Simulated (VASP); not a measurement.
Runs of VASP 6.6.1 on HfO2. The structure is that of space group P6/mmm (No. 191), or close to it. The cells are those of the table. 

| cell | k mesh | gap on the mesh (eV) | pressure (GPa) |
| --- | --- | --- | --- |
| a = 3.555, b = 3.555, c = 2.671 Å, angles 90.0, 90.0, 120.0°, 3 atoms | 7 × 7 × 6 | none | -3.0 |
| a = 3.573, b = 3.573, c = 2.683 Å, angles 90.0, 90.0, 120.0°, 3 atoms | 6 × 6 × 7 | none | -6.4 |
| a = 3.556, b = 3.556, c = 2.669 Å, angles 90.0, 90.0, 120.0°, 3 atoms | 7 × 7 × 7 | none | -3.0 |
| a = 3.538, b = 3.538, c = 2.656 Å, angles 90.0, 90.0, 120.0°, 3 atoms | 7 × 7 × 7 | none | (a) |

Alike in all rows: task single point; level PBEsol; potentials or basis VASP PAW PBE potentials, release 64 (Hf_pv, O); no spin polarisation; cutoff (eV) 520; smearing fermi-dirac 0.02 eV.

Estimate the missing entries.

(a) 0.6.

Caveats: some runs use coarse meshes; the PAW data sets were made with another functional, which shifts forces and pressure a little; spin-orbit coupling is left out, which moves the levels of the heavy elements.

A k mesh can miss the band edges, and the runs leave out spin-orbit coupling on Hf.

A gap of «none» marks levels without a gap at the run's occupations.
